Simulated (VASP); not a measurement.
# NbCl (P4/mmm) in VASP: single point with PBE

Aim: the single point of NbCl with PBE.

Program: VASP 6.6.1. These are calculated values, not measurements. Logs are shortened: lines on timing, memory, paths and dates and some standing lists are left out, and cuts for length are marked.

### Step 1. The cell of the first run

The structure is tetragonal, space group P4/mmm (No. 123). The conventional cell has a = 2.951 Å, b = 2.951 Å, c = 3.803 Å, α = 90.00°, β = 90.00°, γ = 90.00°. Nb (site symmetry 4/mmm) has 8 Cl at 2.82 Å and 4 Nb at 2.95 Å within 3.7 Å. Within 3.7 Å of Cl (site symmetry 4/mmm) lie 8 Nb at 2.82 Å and 4 Cl at 2.95 Å.

### Step 2. Single point, PBE, collinear spin, ferromagnetic start

File INCAR:

```
SYSTEM = NbCl
PREC = Accurate
ENCUT = 520
EDIFF = 1E-7
ISMEAR = 0
SIGMA = 0.1
LREAL = .False.
LASPH = .True.
NELM = 150
ALGO = Normal
ISIF = 2
LWAVE = .False.
LCHARG = .False.
ISPIN = 2
MAGMOM = 0.71 0
LORBIT = 11
LMAXMIX = 4
GGA = PE
NBANDS = 21
```

File KPOINTS:

```
Automatic mesh
0
Gamma
  6 6 4
  0 0 0
```

File POSCAR:

```
NbCl
1.0
    2.9505403986      0.0000000000      0.0000000000
    0.0000000000      2.9505403986      0.0000000000
    0.0000000000      0.0000000000      3.8026414340
Nb Cl
1 1
Direct
    0.5000000000      0.5000000000      0.5000000000
    0.0000000000      0.0000000000      0.0000000000
```

Potentials or basis: VASP PAW PBE potentials, release 64 (Nb_sv, Cl).

On the command line:

```console
$ cat potpaw_PBE.64/Nb_sv/POTCAR potpaw_PBE.64/Cl/POTCAR > POTCAR
$ mpirun -np 1 vasp_std > vasp.out
```

OUTCAR:

```text
SYSTEM = NbCl
   PREC = Accurate
   ENCUT = 520
   EDIFF = 1E-7
   ISMEAR = 0
   LREAL = .False.
   LASPH = .True.
   NELM = 150
   ISIF = 2
   ISPIN = 2
   LORBIT = 11
   GGA = PE

 ion  position               nearest neighbor table
   1  0.500  0.500  0.500-   2 2.82   2 2.82   2 2.82   2 2.82   2 2.82   2 2.82   2 2.82   2 2.82

   2  0.000  0.000  0.000-   1 2.82   1 2.82   1 2.82   1 2.82   1 2.82   1 2.82   1 2.82   1 2.82

  LATTYP: Found a simple tetragonal cell.
 ALAT       =     2.9505403986
 C/A-ratio  =     1.2887949054

  Lattice vectors:

 A1 = (   2.9505403986,   0.0000000000,   0.0000000000)
 A2 = (   0.0000000000,   2.9505403986,   0.0000000000)
 A3 = (   0.0000000000,   0.0000000000,   3.8026414340)

Analysis of symmetry for initial positions (statically):
=====================================================================
 Subroutine PRICEL returns:
 Original cell was already a primitive cell.

 Routine SETGRP: Setting up the symmetry group for a
 simple tetragonal supercell.

 Subroutine GETGRP returns: Found 16 space group operations
 (whereof 16 operations were pure point group operations)
 out of a pool of 16 trial point group operations.

The static configuration has the point symmetry D_4h.

Analysis of symmetry for dynamics (positions and initial velocities):
=====================================================================
 Subroutine PRICEL returns:
 Original cell was already a primitive cell.

 Routine SETGRP: Setting up the symmetry group for a
 simple tetragonal supercell.

 Subroutine GETGRP returns: Found 16 space group operations
 (whereof 16 operations were pure point group operations)
 out of a pool of 16 trial point group operations.

The dynamic configuration has the point symmetry D_4h.

Analysis of structural, dynamic, and magnetic symmetry:
=====================================================================
 Subroutine PRICEL returns:
 Original cell was already a primitive cell.

 Routine SETGRP: Setting up the symmetry group for a
 simple tetragonal supercell.

 Subroutine GETGRP returns: Found 16 space group operations
 (whereof 16 operations were pure point group operations)
 out of a pool of 16 trial point group operations.

The overall configuration has the point symmetry D_4h.

 Subroutine INISYM returns: Found 16 space group operations
 (whereof 16 operations are pure point group operations),
 and found     1 'primitive' translations

----------------------------------------------------------------------------------------

                                     Primitive cell

  volume of cell :      33.1046

  direct lattice vectors                    reciprocal lattice vectors
     2.950540399  0.000000000  0.000000000     0.338920965  0.000000000  0.000000000
     0.000000000  2.950540399  0.000000000     0.000000000  0.338920965  0.000000000
     0.000000000  0.000000000  3.802641434     0.000000000  0.000000000  0.262975097

  length of vectors
     2.950540399  2.950540399  3.802641434     0.338920965  0.338920965  0.262975097

  position of ions in fractional coordinates (direct lattice)
     0.500000000  0.500000000  0.500000000
     0.000000000  0.000000000  0.000000000

  ion indices of the primitive-cell ions
   primitive index   ion index
                 1           1
                 2           2

----------------------------------------------------------------------------------------

 KPOINTS: Automatic mesh

Automatic generation of k-mesh.
 Grid dimensions read from file:
 generate k-points for:    6    6    4

 Generating k-lattice:

  Cartesian coordinates                     Fractional coordinates (reciprocal lattice)
     0.056486828  0.000000000  0.000000000     0.166666667  0.000000000  0.000000000
     0.000000000  0.056486828  0.000000000     0.000000000  0.166666667  0.000000000
     0.000000000  0.000000000  0.065743774     0.000000000  0.000000000  0.250000000

  Length of vectors
     0.056486828  0.056486828  0.065743774

  Shift w.r.t. Gamma in fractional coordinates (k-lattice)
     0.000000000  0.000000000  0.000000000

 Subroutine IBZKPT returns following result:
 ===========================================

 Found     30 irreducible k-points:

 Following reciprocal coordinates:
            Coordinates               Weight
  0.000000  0.000000  0.000000      1.000000
  0.166667  0.000000  0.000000      4.000000
  0.333333  0.000000  0.000000      4.000000
  0.500000  0.000000  0.000000      2.000000
  0.166667  0.166667  0.000000      4.000000
  0.333333  0.166667  0.000000      8.000000
[... 16 lines left out ...]
  0.333333  0.000000  0.500000      4.000000
  0.500000  0.000000  0.500000      2.000000
 [... further k-points ...]
   k-points           NKPTS =     30   k-points in BZ     NKDIM =     30   number of bands    NBANDS=     21
   number of dos      NEDOS =    301   number of ions     NIONS =      2
   total plane-waves  NPLWV =  16128
   dimension x,y,z NGX =    24 NGY =   24 NGZ =   28
   dimension x,y,z NGXF=    48 NGYF=   48 NGZF=   56
   ions per type =               1   1
   NGX,Y,Z   is equivalent  to a cutoff of  13.52, 13.52, 12.24 a.u.
   NGXF,Y,Z  is equivalent  to a cutoff of  27.05, 27.05, 24.48 a.u.
 SYSTEM =  NbCl
   PREC   = accura    normal or accurate (medium, high low for compatibility)
   ISTART =      0    job   : 0-new  1-cont  2-samecut
   ICHARG =      2    charge: 1-file 2-atom 10-const
   ISPIN  =      2    spin polarized calculation?
   LNONCOLLINEAR =      F non collinear calculations
   LSORBIT =      F    spin-orbit coupling
   LASPH  =      T    aspherical Exc in radial PAW
   ENCUT  =  520.0 eV  38.22 Ry    6.18 a.u.   5.49  5.49  7.07*2*pi/ulx,y,z
   NELM   =    150;   NELMIN=  2; NELMDL= -5     # of ELM steps
   EDIFF  = 0.1E-06   stopping-criterion for ELM
   LREAL  =      F    real-space projection
   EDIFFG = 0.1E-05   stopping-criterion for IOM
   NSW    =      0    number of steps for IOM
   IBRION =     -1    ionic relax: 0-MD 1-quasi-New 2-CG
   NFREE  =      0    steps in history (QN), initial steepest desc. (CG)
   ISIF   =      2    stress and relaxation
   ISYM   =      2    0-nonsym 1-usesym 2-fastsym
   POTIM  = 0.5000    time-step for ionic-motion
   TEBEG  =    0.0;   TEEND  =   0.0 temperature during run
   PSTRESS=    0.0 pullay stress
   NELECT =      20.0000    total number of electrons
   NUPDOWN=      -1.0000    fix difference up-down
   EMIN   =  10.00;   EMAX   =-10.00  energy-range for DOS
   EFERMI =   0.00;   METHOD = LEGACY
   ISMEAR =     0;   SIGMA  =   0.10  broadening in eV -4-tet -1-fermi 0-gaus
   EFERMI_NEDOS =   21; number of points for ismear=-14 and -15
   IALGO  =     38    algorithm
   IMIX   =      4    mixing-type and parameters
     AMIX     =   0.40;   BMIX     =  1.00
     AMIX_MAG =   1.60;   BMIX_MAG =  1.00
  volume/ion in A,a.u.               =      16.55       111.70
  Fermi-wavevector in a.u.,A,eV,Ry     =   1.383955  2.615296 26.059669  1.915332
  Thomas-Fermi vector in A             =   2.508505
   LORBIT       =     11    0 simple, 1 ext, 2 COOP (PROOUT), +10 PAW based schemes
   GGA     = PE    functional components
   LHFCALC =     F    Hartree Fock is set to
   AEXX    =    0.0000 exact exchange contribution
   IVDW    =     0    specifies the selected vdW correction
   LEPSILON=     F    determine dielectric tensor
   LRPA    =     F    only Hartree local field effects (RPA)
 spin polarized calculation
 Gauss-broadening in eV      SIGMA  =   0.10
  energy-cutoff  :      520.00
  volume of cell :       33.10
 maximum number of plane-waves:       910
 NGX is ok and might be reduce to    24
   NGX = 11   NGY = 11   NGZ = 15

 number of electron      20.0000000 magnetization      -0.0002864

 number of electron      20.0000000 magnetization       0.0007323

 Free energy of the ion-electron system (eV)
  ---------------------------------------------------
  ext. energy  EPLUGINS =         0.00000000
  ---------------------------------------------------
  free energy    TOTEN  =       -11.14224486 eV

  energy without entropy =      -11.12923773  energy(sigma->0) =      -11.13574129

 E-fermi :  11.4339     XC(G=0): -11.9169

 val. band max:       11.3090425123   @ k =   0.3333   0.3333   0.2500
 cond. band min:      11.4398325608   @ k =   0.3333   0.0000   0.5000
 fundamental gap:      0.1307900485
 Fermi energy:        11.4338525381

 spin component 1

 k-point     1 :       0.0000    0.0000    0.0000
  band No.  band energies     occupation
      1     -44.1626      1.00000
      2     -20.3831      1.00000
      3     -19.8378      1.00000
      4     -19.8378      1.00000
      5      -8.0278      1.00000
      6       4.5002      1.00000
[... 13 lines left out ...]
     20      26.1623      0.00000
     21      26.9083      0.00000
[... 529 lines left out ...]
 k-point    24 :       0.5000    0.0000    0.5000
  band No.  band energies     occupation
      1     -44.0842      1.00000
      2     -20.5555      1.00000
      3     -20.3611      1.00000
      4     -19.7666      1.00000
      5      -6.9381      1.00000
      6       2.7358      1.00000
[... 13 lines left out ...]
     20      26.2766      0.00000
     21      26.3628      0.00000

 [... further k-points ...]

 spin component 2

 k-point     1 :       0.0000    0.0000    0.0000
  band No.  band energies     occupation
      1     -44.1622      1.00000
      2     -20.3826      1.00000
      3     -19.8375      1.00000
      4     -19.8375      1.00000
      5      -8.0278      1.00000
      6       4.5002      1.00000
[... 13 lines left out ...]
     20      26.1624      0.00000
     21      26.9085      0.00000
[... 529 lines left out ...]
 k-point    24 :       0.5000    0.0000    0.5000
  band No.  band energies     occupation
      1     -44.0838      1.00000
      2     -20.5552      1.00000
      3     -20.3606      1.00000
      4     -19.7662      1.00000
      5      -6.9381      1.00000
      6       2.7359      1.00000
[... 13 lines left out ...]
     20      26.2747      0.00000
     21      26.3510      0.00000

 [... further k-points ...]
[... 5 lines left out ...]
  --------------------------------------------------------------------------------------
  -------------------------------------------------------------------------------------
  Total       -0.0408382     -0.0408382      0.0027656      0.0000000      0.0000000      0.0000000
  in kB       -1.9764638     -1.9764638      0.1338498      0.0000000      0.0000000      0.0000000
  external PRESSURE =      -1.2730260 kB  Pullay stress =       0.0000000 kB

 VOLUME and BASIS-vectors are now :
 -----------------------------------------------------------------------------
  energy-cutoff  :      520.00
  volume of cell :       33.10
      direct lattice vectors                 reciprocal lattice vectors
     2.950540399  0.000000000  0.000000000     0.338920965  0.000000000  0.000000000
     0.000000000  2.950540399  0.000000000     0.000000000  0.338920965  0.000000000
     0.000000000  0.000000000  3.802641434     0.000000000  0.000000000  0.262975097

 POSITION                                       TOTAL-FORCE (eV/Angst)
 -----------------------------------------------------------------------------------
      1.47527      1.47527      1.90132         0.000000      0.000000      0.000000
      0.00000      0.00000      0.00000         0.000000      0.000000      0.000000
 -----------------------------------------------------------------------------------
    total drift:                                0.000000      0.000000     -0.000000

  FREE ENERGIE OF THE ION-ELECTRON SYSTEM (eV)
  ---------------------------------------------------
  free  energy   TOTEN  =       -11.1422448556 eV

  energy  without entropy=      -11.1292377316  energy(sigma->0) =      -11.13574129

 total charge

# of ion       s       p       d       tot
------------------------------------------
    1        2.129   5.943   2.612  10.684
    2        1.623   3.413   0.000   5.036
--------------------------------------------------
tot          3.752   9.356   2.612  15.720

 magnetization (x)

# of ion       s       p       d       tot
------------------------------------------
    1        0.000   0.000   0.000   0.000
    2        0.000  -0.000   0.000  -0.000
--------------------------------------------------
tot          0.000  -0.000   0.000   0.000
```

Run time: 30 s. Hardware: 1 thread of AMD EPYC 9R45 (Zen 5), shared host; peak memory 0.14 GiB.

What came out:

```yaml
Free_energy: -11.1422 eV
Pressure: -0.1 GPa
Band_gap_on_the_k_mesh: zero (filled and empty bands overlap)
Net_moment: 0.00 μB per cell
Valence_electrons_inside_the_program's_atomic_spheres: Nb 10.68; Cl 5.04
```

Levels at points of the mesh, in eV from the Fermi level:
Spin up:
```
           k point  band 6  band 7  band 8  band 9  band 10  band 11  band 12  band 13  band 14  band 15
(0.00, 0.00, 0.00)   -6.93   -4.47   -4.47   -3.89    -3.18     0.30     1.10     1.10     2.72     7.38
(0.50, 0.00, 0.00)   -9.72   -7.46   -4.40   -2.26     1.60     1.80     1.99     2.54     2.61     5.02
(0.50, 0.50, 0.00)   -7.93   -7.93   -5.66   -2.61    -2.18    -1.88    -1.88     4.49     7.11     8.30
(0.00, 0.00, 0.50)   -9.43   -5.00   -5.00   -2.82    -1.03     2.69     2.69     2.82     4.12     5.07
(0.50, 0.00, 0.50)   -8.70   -7.33   -3.87   -3.02    -0.53     0.18     0.95     1.02     5.93     7.19
(0.50, 0.50, 0.50)   -8.77   -8.77   -8.13    1.27     1.84     1.91     1.91     2.08     3.44     3.44
```
Spin down:
```csv
k point,band 7,band 8,band 9,band 10,band 11,band 12,band 13,band 14
"(0.00, 0.00, 0.00)",-4.47,-4.47,-3.89,-3.18,0.30,1.10,1.10,2.72
"(0.50, 0.00, 0.00)",-7.46,-4.40,-2.26,1.60,1.80,1.99,2.54,2.61
"(0.50, 0.50, 0.00)",-7.93,-5.66,-2.61,-2.18,-1.88,-1.88,4.49,7.11
"(0.00, 0.00, 0.50)",-5.00,-5.00,-2.82,-1.03,2.69,2.69,2.82,4.13
"(0.50, 0.00, 0.50)",-7.33,-3.87,-3.02,-0.53,0.18,0.95,1.02,5.93
"(0.50, 0.50, 0.50)",-8.77,-8.13,1.27,1.84,1.91,1.91,2.08,3.44
```

Caveat: the k points lie up to 0.41 Å⁻¹ apart.
